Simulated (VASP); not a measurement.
# Li (Im-3m) in VASP: further runs

Li is run at these levels: PBE, PBE+D4, BLYP, r2SCAN; tasks: single point, relaxation of cell and atoms.

Everything below comes from runs of VASP 6.6.1. Logs are shortened: lines on timing, memory, paths and dates and some standing lists are left out, and cuts for length are marked.

**1. The cell of the first run**

Symmetry: Im-3m, No. 229, cubic system. Conventional cell: a = 3.509 Å, b = 3.509 Å, c = 3.509 Å, α = 90.00°, β = 90.00°, γ = 90.00°. Li (site symmetry m-3m) has 14 Li at 3.04 to 3.51 Å within 4.0 Å.

**2. Single point, PBE**

Input file INCAR:

```
SYSTEM = Li
ALGO = Fast
EDIFF = 1E-7
ENCUT = 520
GGA = PE
ISIF = 2
ISMEAR = 0
LASPH = .True.
LCHARG = .False.
LREAL = .False.
LWAVE = .False.
NBANDS = 8
NELM = 60
PREC = Accurate
SIGMA = 0.05
```

Input file KPOINTS:

```
k-points
0
Gamma
  17 17 17
  0 0 0
```

Input file POSCAR:

```
Li
1.0
   -1.7546500000      1.7546500000      1.7546500000
    1.7546500000     -1.7546500000      1.7546500000
    1.7546500000      1.7546500000     -1.7546500000
Li
1
Direct
    0.0000000000      0.0000000000      0.0000000000
```

Potentials or basis: VASP PAW PBE potentials, release 64 (Li_sv).

Launch:

```
$ cat potpaw_PBE.64/Li_sv/POTCAR > POTCAR
$ mpirun -np 1 vasp_std > vasp.out
```

OUTCAR:

```text
SYSTEM = Li
   EDIFF = 1E-7
   ENCUT = 520
   GGA = PE
   ISIF = 2
   ISMEAR = 0
   LASPH = .True.
   LREAL = .False.
   NELM = 60
   PREC = Accurate

 ion  position               nearest neighbor table
   1  0.000  0.000  0.000-

  LATTYP: Found a body centered cubic cell.
 ALAT       =     3.5093000000

  Lattice vectors:

 A1 = (  -1.7546500000,   1.7546500000,   1.7546500000)
 A2 = (   1.7546500000,  -1.7546500000,   1.7546500000)
 A3 = (   1.7546500000,   1.7546500000,  -1.7546500000)

Analysis of symmetry for initial positions (statically):
=====================================================================
 Subroutine PRICEL returns:
 Original cell was already a primitive cell.

 Routine SETGRP: Setting up the symmetry group for a
 body centered cubic supercell.

 Subroutine GETGRP returns: Found 48 space group operations
 (whereof 48 operations were pure point group operations)
 out of a pool of 48 trial point group operations.

The static configuration has the point symmetry O_h .

Analysis of symmetry for dynamics (positions and initial velocities):
=====================================================================
 Subroutine PRICEL returns:
 Original cell was already a primitive cell.

 Routine SETGRP: Setting up the symmetry group for a
 body centered cubic supercell.

 Subroutine GETGRP returns: Found 48 space group operations
 (whereof 48 operations were pure point group operations)
 out of a pool of 48 trial point group operations.

The dynamic configuration has the point symmetry O_h .

 Subroutine INISYM returns: Found 48 space group operations
 (whereof 48 operations are pure point group operations),
 and found     1 'primitive' translations

----------------------------------------------------------------------------------------

                                     Primitive cell

  volume of cell :      21.6088

  direct lattice vectors                    reciprocal lattice vectors
    -1.754650000  1.754650000  1.754650000     0.000000000  0.284957114  0.284957114
     1.754650000 -1.754650000  1.754650000     0.284957114  0.000000000  0.284957114
     1.754650000  1.754650000 -1.754650000     0.284957114  0.284957114  0.000000000

  length of vectors
     3.039142950  3.039142950  3.039142950     0.402990215  0.402990215  0.402990215

  position of ions in fractional coordinates (direct lattice)
     0.000000000  0.000000000  0.000000000

  ion indices of the primitive-cell ions
   primitive index   ion index
                 1           1

----------------------------------------------------------------------------------------

 KPOINTS: k-points

Automatic generation of k-mesh.
 Grid dimensions read from file:
 generate k-points for:   17   17   17

 Generating k-lattice:

  Cartesian coordinates                     Fractional coordinates (reciprocal lattice)
     0.000000000  0.016762183  0.016762183     0.058823529  0.000000000  0.000000000
     0.016762183  0.000000000  0.016762183     0.000000000  0.058823529  0.000000000
     0.016762183  0.016762183  0.000000000     0.000000000  0.000000000  0.058823529

  Length of vectors
     0.023705307  0.023705307  0.023705307

  Shift w.r.t. Gamma in fractional coordinates (k-lattice)
     0.000000000  0.000000000  0.000000000

 Subroutine IBZKPT returns following result:
 ===========================================

 Found    165 irreducible k-points:

 Following reciprocal coordinates:
            Coordinates               Weight
  0.000000  0.000000  0.000000      1.000000
  0.058824  0.000000  0.000000     12.000000
  0.117647  0.000000  0.000000     12.000000
  0.176471  0.000000  0.000000     12.000000
  0.235294  0.000000  0.000000     12.000000
  0.294118  0.000000  0.000000     12.000000
[... 16 lines left out ...]
  0.411765  0.117647  0.000000     48.000000
  0.176471  0.176471  0.000000     24.000000
 [... further k-points ...]
   k-points           NKPTS =    165   k-points in BZ     NKDIM =    165   number of bands    NBANDS=      8
   number of dos      NEDOS =    301   number of ions     NIONS =      1
   total plane-waves  NPLWV =  13824
   dimension x,y,z NGX =    24 NGY =   24 NGZ =   24
   dimension x,y,z NGXF=    48 NGYF=   48 NGZF=   48
   ions per type =               1
   NGX,Y,Z   is equivalent  to a cutoff of  13.13, 13.13, 13.13 a.u.
   NGXF,Y,Z  is equivalent  to a cutoff of  26.26, 26.26, 26.26 a.u.
 SYSTEM =  Li
   PREC   = accura    normal or accurate (medium, high low for compatibility)
   ISTART =      0    job   : 0-new  1-cont  2-samecut
   ICHARG =      2    charge: 1-file 2-atom 10-const
   ISPIN  =      1    spin polarized calculation?
   LNONCOLLINEAR =      F non collinear calculations
   LSORBIT =      F    spin-orbit coupling
   LASPH  =      T    aspherical Exc in radial PAW
   ENCUT  =  520.0 eV  38.22 Ry    6.18 a.u.   5.65  5.65  5.65*2*pi/ulx,y,z
   NELM   =     60;   NELMIN=  2; NELMDL= -5     # of ELM steps
   EDIFF  = 0.1E-06   stopping-criterion for ELM
   LREAL  =      F    real-space projection
   EDIFFG = 0.1E-05   stopping-criterion for IOM
   NSW    =      0    number of steps for IOM
   IBRION =     -1    ionic relax: 0-MD 1-quasi-New 2-CG
   NFREE  =      0    steps in history (QN), initial steepest desc. (CG)
   ISIF   =      2    stress and relaxation
   ISYM   =      2    0-nonsym 1-usesym 2-fastsym
   POTIM  = 0.5000    time-step for ionic-motion
   TEBEG  =    0.0;   TEEND  =   0.0 temperature during run
   PSTRESS=    0.0 pullay stress
   NELECT =       3.0000    total number of electrons
   NUPDOWN=      -1.0000    fix difference up-down
   EMIN   =  10.00;   EMAX   =-10.00  energy-range for DOS
   EFERMI =   0.00;   METHOD = LEGACY
   ISMEAR =     0;   SIGMA  =   0.05  broadening in eV -4-tet -1-fermi 0-gaus
   EFERMI_NEDOS =   21; number of points for ismear=-14 and -15
   IALGO  =     68    algorithm
   IMIX   =      4    mixing-type and parameters
     AMIX     =   0.40;   BMIX     =  1.00
     AMIX_MAG =   1.60;   BMIX_MAG =  1.00
  volume/ion in A,a.u.               =      21.61       145.82
  Fermi-wavevector in a.u.,A,eV,Ry     =   0.847692  1.601906  9.776898  0.718582
  Thomas-Fermi vector in A             =   1.963238
   LORBIT       =      0    0 simple, 1 ext, 2 COOP (PROOUT), +10 PAW based schemes
   GGA     = PE    functional components
   LHFCALC =     F    Hartree Fock is set to
   AEXX    =    0.0000 exact exchange contribution
   IVDW    =     0    specifies the selected vdW correction
   LEPSILON=     F    determine dielectric tensor
   LRPA    =     F    only Hartree local field effects (RPA)
 non-spin polarized calculation
 RMM-DIIS sequential band-by-band and
 Gauss-broadening in eV      SIGMA  =   0.05
  energy-cutoff  :      520.00
  volume of cell :       21.61
 maximum number of plane-waves:       603
   NGX = 11   NGY = 11   NGZ = 11

 number of electron       2.9999991 magnetization

 Free energy of the ion-electron system (eV)
  ---------------------------------------------------
  ext. energy  EPLUGINS =         0.00000000
  ---------------------------------------------------
  free energy    TOTEN  =        -1.90044890 eV

  energy without entropy =       -1.89972762  energy(sigma->0) =       -1.90008826

 E-fermi :   0.4718     XC(G=0):  -6.8910

 val. band max:        0.4691562184   @ k =  -0.2941   0.4118   0.1765
 cond. band min:       0.4739784332   @ k =   0.2353   0.1765   0.1176
 fundamental gap:      0.0048222148
 Fermi energy:         0.4718256635

 k-point     1 :       0.0000    0.0000    0.0000
  band No.  band energies     occupation
      1     -46.1946      2.00000
      2      -3.0250      2.00000
      3      14.4002      0.00000
      4      14.4002      0.00000
      5      14.4003      0.00000
      6      19.0431      0.00000
      7      19.0431      0.00000
      8      19.0435      0.00000

 k-point     2 :       0.0588    0.0000    0.0000
  band No.  band energies     occupation
      1     -46.1940      2.00000
      2      -2.9608      2.00000
      3      13.9788      0.00000
      4      14.0815      0.00000
      5      14.2926      0.00000
      6      18.0208      0.00000
      7      18.1920      0.00000
      8      19.3254      0.00000

 k-point     3 :       0.1176    0.0000    0.0000
  band No.  band energies     occupation
      1     -46.1926      2.00000
      2      -2.7689      2.00000
      3      12.7330      0.00000
      4      13.3795      0.00000
      5      13.9845      0.00000
      6      17.0160      0.00000
      7      17.0734      0.00000
      8      18.9240      0.00000

 k-point     4 :       0.1765    0.0000    0.0000
  band No.  band energies     occupation
      1     -46.1904      2.00000
      2      -2.4489      2.00000
      3      11.0146      0.00000
      4      12.6055      0.00000
      5      13.5361      0.00000
      6      16.0817      0.00000
      7      16.5819      0.00000
      8      18.9067      0.00000

 k-point     5 :       0.2353    0.0000    0.0000
  band No.  band energies     occupation
      1     -46.1877      2.00000
      2      -2.0018      2.00000
      3       9.2085      0.00000
      4      11.8955      0.00000
      5      13.0407      0.00000
      6      15.2476      0.00000
      7      16.4407      0.00000
      8      19.2074      0.00000
[... 177 lines left out ...]
 k-point    22 :       0.3529    0.1176    0.0000
  band No.  band energies     occupation
      1     -46.1801      2.00000
      2       0.2031      2.00000
      3       4.6411      0.00000
      4       9.2117      0.00000
      5      11.0177      0.00000
      6      15.7985      0.00000
      7      17.2359      0.00000
      8      21.1127      0.00000

 k-point    23 :       0.4118    0.1176    0.0000
  band No.  band energies     occupation
      1     -46.1792      2.00000
      2       0.8454      0.00000
      3       3.6985      0.00000
      4       9.0638      0.00000
      5      10.8766      0.00000
      6      15.6837      0.00000
      7      17.3951      0.00000
      8      21.8199      0.00000

 k-point    24 :       0.1765    0.1765    0.0000
  band No.  band energies     occupation
      1     -46.1844      2.00000
      2      -1.2958      2.00000
      3       8.1405      0.00000
      4       9.3071      0.00000
      5      11.7005      0.00000
      6      16.5764      0.00000
      7      17.0997      0.00000
      8      19.9679      0.00000

 [... further k-points ...]
[... 5 lines left out ...]
  --------------------------------------------------------------------------------------
  -------------------------------------------------------------------------------------
  Total       -0.1103844     -0.1103844     -0.1103844      0.0000000      0.0000000      0.0000000
  in kB       -8.1843989     -8.1843989     -8.1843989      0.0000000      0.0000000      0.0000000
  external PRESSURE =      -8.1843989 kB  Pullay stress =       0.0000000 kB

 VOLUME and BASIS-vectors are now :
 -----------------------------------------------------------------------------
  energy-cutoff  :      520.00
  volume of cell :       21.61
      direct lattice vectors                 reciprocal lattice vectors
    -1.754650000  1.754650000  1.754650000     0.000000000  0.284957114  0.284957114
     1.754650000 -1.754650000  1.754650000     0.284957114  0.000000000  0.284957114
     1.754650000  1.754650000 -1.754650000     0.284957114  0.284957114  0.000000000

 POSITION                                       TOTAL-FORCE (eV/Angst)
 -----------------------------------------------------------------------------------
      0.00000      0.00000      0.00000         0.000000      0.000000      0.000000
 -----------------------------------------------------------------------------------
    total drift:                               -0.000000      0.000000     -0.000000

  FREE ENERGIE OF THE ION-ELECTRON SYSTEM (eV)
  ---------------------------------------------------
  free  energy   TOTEN  =        -1.9004489022 eV

  energy  without entropy=       -1.8997276226  energy(sigma->0) =       -1.90008826
```

Run time: 16 s. Hardware: 1 thread of Intel Xeon 6975P-C (Granite Rapids), shared host; peak memory 0.14 GiB.

What came out:

* Free energy: -1.9004 eV

Caveat: the cutoff is under 1.25 times the usual one of these potentials, so pressure, stress and relaxed cells hold a basis-set (Pulay) error.

**3. Single point, PBE+D4**

Input file INCAR:

```
ALGO = Normal
EDIFF = 1E-6
ENCUT = 520
GGA = PE
ISIF = 2
ISMEAR = 1
IVDW = 13
LASPH = True
LCHARG = False
LREAL = False
LWAVE = False
NBANDS = 8
NELM = 60
PREC = Accurate
SIGMA = 0.025
```

Input file KPOINTS:

```
k-points
0
Gamma
  11 11 11
```

POSCAR is that of step 2.

Potentials or basis: VASP PAW PBE potentials, release 64 (Li_sv).

Launch:

```
$ cat potpaw_PBE.64/Li_sv/POTCAR > POTCAR
$ mpirun -np 1 vasp_std > vasp.out
```

Run time: 3.1 s. Hardware: 1 thread of Intel Xeon Platinum 8488C (Sapphire Rapids), shared host; peak memory 0.13 GiB.

Results (log left out):

* Free energy: -1.9222 eV
* Dispersion energy per atom: -0.018 eV

Levels at points of the mesh, in eV from the Fermi level:
| k point | band 1 | band 2 | band 3 | band 4 | band 5 |
| --- | --- | --- | --- | --- | --- |
| (0.00, 0.00, 0.00) | -46.63 | -3.46 | 13.96 | 13.96 | 13.96 |

Caveat: the cutoff is under 1.25 times the usual one of these potentials, so pressure, stress and relaxed cells hold a basis-set (Pulay) error; pairwise dispersion overbinds metals, which lowers pressure and volume.

**4. Relaxation of cell and atoms, BLYP**

Input file INCAR:

```
SYSTEM = Li
  PREC = Accurate
  ENCUT = 600
  EDIFF = 1E-6
  ISMEAR = -1
  SIGMA = 0.05
  LREAL = .FALSE.
  LASPH = .TRUE.
  NELM = 60
  ALGO = Fast
  ISIF = 3
  LWAVE = .FALSE.
  LCHARG = .FALSE.
  GGA = B5
  ALDAX = 1.0
  AGGAX = 1.0
  AGGAC = 1.0
  ALDAC = 0.0
  IBRION = 2
  NSW = 60
  EDIFFG = -0.01
```

Input file KPOINTS:

```
regular mesh
0
G
  11 11 11
  0 0 0
```

POSCAR is that of step 3.

Launch:

```
$ cat potpaw_PBE.64/Li_sv/POTCAR > POTCAR
$ mpirun -np 1 vasp_std > vasp.out
```

It took 17 s on 1 thread of Intel Xeon Platinum 8488C (Sapphire Rapids), shared host; peak memory 0.13 GiB.

Results (log left out):

| Quantity | Value |
| --- | --- |
| Free energy | -1.5734 eV |
| Relaxed volume | 19.92 Å³/atom |
| Relaxed cell | a = 2.958 Å, b = 2.958 Å, c = 2.958 Å, α = 109.47°, β = 109.47°, γ = 109.47° |
| Space group after relaxing (to 0.05 Å) | Im-3m (No. 229) |
| Energy gained by relaxing | 5.7 meV/atom |
| Ionic steps | 3 |
| Pressure after relaxing | 0.0 GPa |

The path:
```tsv
step	energy change (eV)	largest force (eV/Å)	pressure (GPa)	volume (Å³)
1	0.0000	0.0000	-1.03	21.61
2	-0.0024	0.0000	-0.79	21.18
3	-0.0057	0.0000	-0.04	19.92
```

Final structure:
```
Li
1.0
    -1.70759    1.70759    1.70759
     1.70759   -1.70759    1.70759
     1.70759    1.70759   -1.70759
Li
1
Direct
  0.00000 0.00000 0.00000
```

Levels at points of the mesh, in eV from the Fermi level:
```
           k point  band 1  band 2  band 3  band 4  band 5
(0.00, 0.00, 0.00)  -47.21   -3.58   14.45   14.45   14.45
```

Caveat: the cutoff is under 1.25 times the usual one of these potentials, so pressure, stress and relaxed cells hold a basis-set (Pulay) error; the PAW data sets were made with another functional, which shifts forces and pressure a little.

**5. Relaxation of cell and atoms, r2SCAN**

POSCAR is that of step 4.

Input file INCAR.step1:

```
SYSTEM = Li
PREC     = Accurate       ! precision mode
ENCUT    = 600            ! plane-wave cutoff, eV
ISMEAR   = -1             ! smearing method
SIGMA    = 0.05           ! smearing width, eV
LREAL    = .FALSE.        ! projectors in reciprocal space
LASPH    = .TRUE.         ! aspherical terms in the spheres
NELM     = 60             ! most SCF steps
GGA      = PE             ! functional
ALGO     = Normal         ! electronic algorithm
EDIFF    = 1E-4           ! SCF threshold, eV
LWAVE    = .TRUE.         ! write WAVECAR
LCHARG   = .FALSE.        ! write CHGCAR
```

Input file INCAR.step2:

```
SYSTEM = Li
PREC     = Accurate       ! precision mode
ENCUT    = 600            ! plane-wave cutoff, eV
EDIFF    = 1E-7           ! SCF threshold, eV
ISMEAR   = -1             ! smearing method
SIGMA    = 0.05           ! smearing width, eV
LREAL    = .FALSE.        ! projectors in reciprocal space
LASPH    = .TRUE.         ! aspherical terms in the spheres
NELM     = 60             ! most SCF steps
ALGO     = Normal         ! electronic algorithm
ISIF     = 3              ! what is computed and relaxed
LWAVE    = .FALSE.        ! write WAVECAR
LCHARG   = .FALSE.        ! write CHGCAR
METAGGA  = R2SCAN         ! meta-GGA
LMIXTAU  = .TRUE.       
IBRION   = 2              ! ionic algorithm
NSW      = 60             ! ionic steps
EDIFFG   = -0.01          ! ionic threshold
ISTART   = 1
```

Input file KPOINTS:

```
Automatic mesh
0
G
  11 11 11
  0 0 0
```

Launch:

```
$ cat potpaw_PBE.64/Li_sv/POTCAR > POTCAR
$ cp INCAR.step1 INCAR
$ mpirun -np 1 vasp_std > vasp.out
$ cp INCAR.step2 INCAR
$ mpirun -np 1 vasp_std > vasp.out
```

Run time: 89 s. Hardware: 1 thread of Intel Xeon Platinum 8488C (Sapphire Rapids), shared host; peak memory 0.13 GiB.

Results (log left out):

* Free energy: -2.3888 eV
* Relaxed volume: 20.70 Å³/atom
* Relaxed cell: a = 2.996 Å, b = 2.996 Å, c = 2.996 Å, α = 109.47°, β = 109.47°, γ = 109.47°
* Space group after relaxing (to 0.05 Å): Im-3m (No. 229)
* Energy gained by relaxing: 0.7 meV/atom
* Ionic steps: 4
* Pressure after relaxing: -0.1 GPa

Step by step:
| step | energy change (eV) | largest force (eV/Å) | pressure (GPa) | volume (Å³) |
| --- | --- | --- | --- | --- |
| 1 | 0.0000 | 0.0000 | -0.45 | 21.61 |
| 2 | -0.0005 | 0.0000 | -0.48 | 21.42 |
| 3 | -0.0009 | 0.0000 | -0.11 | 20.86 |
| 4 | -0.0007 | 0.0000 | -0.06 | 20.70 |

Final structure:
```
Li
1.0
    -1.72968    1.72968    1.72968
     1.72968   -1.72968    1.72968
     1.72968    1.72968   -1.72968
Li
1
Direct
  0.00000 0.00000 0.00000
```

Levels at points of the mesh, in eV from the Fermi level:
```
           k point  band 1  band 2  band 3  band 4
(0.00, 0.00, 0.00)  -48.12   -3.86   16.05   16.05
```

Caveat: the cutoff is under 1.25 times the usual one of these potentials, so pressure, stress and relaxed cells hold a basis-set (Pulay) error; the PAW data sets were made with another functional, which shifts forces and pressure a little.

**6. The runs side by side**

| task | level | cell | k mesh | cutoff (eV) | smearing | gap on the mesh (eV) | pressure (GPa) | relaxed volume (Å³/atom) |
| --- | --- | --- | --- | --- | --- | --- | --- | --- |
| single point | PBE | as given | 17 × 17 × 17 | 520 | gaussian 0.05 eV | none | - | - |
| single point | PBE+D4 | as given | 11 × 11 × 11 | 520 | methfessel-paxton 0.025 eV | none | - | - |
| relaxation of cell and atoms | BLYP | relaxed | 11 × 11 × 11 | 600 | fermi-dirac 0.05 eV | none | 0.0 | 19.92 |
| relaxation of cell and atoms | r2SCAN | relaxed | 11 × 11 × 11 | 600 | fermi-dirac 0.05 eV | none | -0.1 | 20.70 |

Alike in all rows: potentials or basis VASP PAW PBE potentials, release 64 (Li_sv); no spin polarisation.

Caveats: the cutoff is under 1.25 times the usual one of these potentials, so pressure, stress and relaxed cells hold a basis-set (Pulay) error; the PAW data sets were made with another functional, which shifts forces and pressure a little (some runs); pairwise dispersion overbinds metals, which lowers pressure and volume (some runs).

Total energies depend on the potentials used, so only differences within one code and one set of settings carry meaning.

**7. Comparison with measurements**

Step 4. The cell as given is a measured one (21.61 Å³/atom); BLYP puts the equilibrium volume -7.8 % from it, thermal expansion not counted.

Step 5. The cell as given is a measured one (21.61 Å³/atom); r2SCAN puts the equilibrium volume -4.2 % from it, thermal expansion not counted.
